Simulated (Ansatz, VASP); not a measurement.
# Two plane-wave programs on Rh

INCAR

```
PREC = Accurate
ENCUT = 520
EDIFF = 1E-6
ISMEAR = 0
SIGMA = 0.15
LREAL = False
LASPH = True
NELM = 100
ALGO = Fast
ISIF = 2
LWAVE = False
LCHARG = False
GGA = PS
NBANDS = 38
```

The input KPOINTS:

```
Automatic mesh
0
Gamma
  18 18 6
```

POSCAR

```
Rh
1.0
    2.2831932996      0.0000000000      0.0000000000
   -1.1415966498      2.4870669754      0.0000000000
    0.0000000000      0.0000000000      9.3672375197
Rh
4
Direct
    0.0000000000      0.0000000000      0.0000000000
    0.3333333333      0.6666666667      0.2500000000
    0.0000000000      0.0000000000      0.5000000000
    0.6666666667      0.3333333333      0.7500000000
```

Input for Ansatz:

```yaml
crystal:
  lattice:
    - [2.2831932996, 0.0, 0.0]
    - [-1.1415966498, 2.4870669754, 0.0]
    - [0.0, 0.0, 9.3672375197]
  atoms:
    - { symbol: Rh, position: [0.0, 0.0, 0.0] }
    - { symbol: Rh, position: [0.3333333333, 0.6666666667, 0.25] }
    - { symbol: Rh, position: [0.0, 0.0, 0.5] }
    - { symbol: Rh, position: [0.6666666667, 0.3333333333, 0.75] }
basis:
  ecutwfc: 420
kpoints:
  mp_grid: { grid: [18, 18, 6] }
hamiltonian:
  xc: pbesol
  pseudopotentials: { kind: paw, azcp: { folder: soft_1 } }
scf:
  occupations: { method: gaussian, width: 0.15 }
output:
  forces: true
  stress: true
  eigenvalues: true
```

Change from the starting cell: strain +e along x and -e along y -0.1100, strain +e along z and -e/2 along x and y +0.0733.

Alike in both runs: task single point; functional PBEsol; k mesh 18 × 18 × 6; occupations gaussian, width 0.15 eV; no spin polarisation.

|  | VASP | Ansatz |
| --- | --- | --- |
| version | VASP 6.6.1 | Ansatz 0.2.0 |
| potentials or method | VASP PAW PBE potentials, release 64 (Rh_pv), cutoff 520 eV | scalar-relativistic, plane waves, PAW |
| valence electrons in the cell | 60 | 68 |

|  | VASP | Ansatz | Ansatz less VASP |
| --- | --- | --- | --- |
| gap on the k mesh at the Fermi level (eV) | none | none | - |
| pressure (GPa) | 28.1 | 27.9 | -0.12 |
| traceless stress, the component that is largest in VASP (GPa) | 76.13 | 75.87 | -0.259 |
| rms of the force components (eV/Å) | 0.155 | 0.154 | -0.0011 |

VASP's potentials were made for PBE, not for PBEsol, and Ansatz warns of the same on its side. Atom by atom the forces differ by 0.001 eV/Å (rms over components). A gap of «none» marks a metal or a gap that the smearing closes. VASP's potentials hold 60 valence electrons a cell and Ansatz's 68, so a difference there can come from the potentials and not from the codes.
